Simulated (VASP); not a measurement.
Write the native input for VASP 6.6.1 that does the following.

- Task: single point
- Functional: PBE
- Potentials or basis: VASP PAW PBE potentials, release 64 (Hf_pv)
- Cutoff: 520 eV
- k mesh: 10 × 10 × 5
- Occupations: gaussian, width 0.012 eV
- Spin: no spin polarisation
- Dipole correction: no
- Further INCAR settings: ALGO = Fast; EDIFF = 1e-07; NBANDS = 17

The structure of Hf lies in POSCAR:

```
Hf
1.0
    3.1967000000      0.0000000000      0.0000000000
   -1.5983500000      2.7684234083      0.0000000000
    0.0000000000      0.0000000000      5.0578000000
Hf
2
Direct
    0.6666666667      0.3333333333      0.7500000000
    0.3333333333      0.6666666667      0.2500000000
```

One way to write it, as run:

INCAR

```
SYSTEM = Hf
PREC     = Accurate       ! precision mode
ENCUT    = 520            ! plane-wave cutoff, eV
EDIFF    = 1E-7           ! SCF threshold, eV
ISMEAR   = 0              ! smearing method
SIGMA    = 0.012          ! smearing width, eV
LREAL    = .False.        ! projectors in reciprocal space
LASPH    = .True.         ! aspherical terms in the spheres
NELM     = 60             ! most SCF steps
ALGO     = Fast           ! electronic algorithm
ISIF     = 2              ! what is computed and relaxed
LWAVE    = .False.        ! write WAVECAR
LCHARG   = .True.         ! write CHGCAR
GGA      = PE             ! functional
LELF     = .True.         ! ELF
LVHAR    = .True.       
NBANDS   = 17             ! bands
```

KPOINTS

```
Automatic mesh
0
Gamma
  10 10 5
  0 0 0
```

Potentials or basis: VASP PAW PBE potentials, release 64 (Hf_pv).

Command:

```sh
$ cat potpaw_PBE.64/Hf_pv/POTCAR > POTCAR
$ mpirun -np 1 vasp_std > vasp.out
```

Results of the run:

```yaml
Pressure: 0.2 GPa
Band_gap_on_the_k_mesh: zero (bands 10 and 11 overlap by 1.50 eV)
```

Caveat: spin-orbit coupling is left out, which moves the levels of the heavy elements.

It took 63 s on 1 thread of Intel Xeon 8259CL (shared host), peak memory 0.17 GiB.
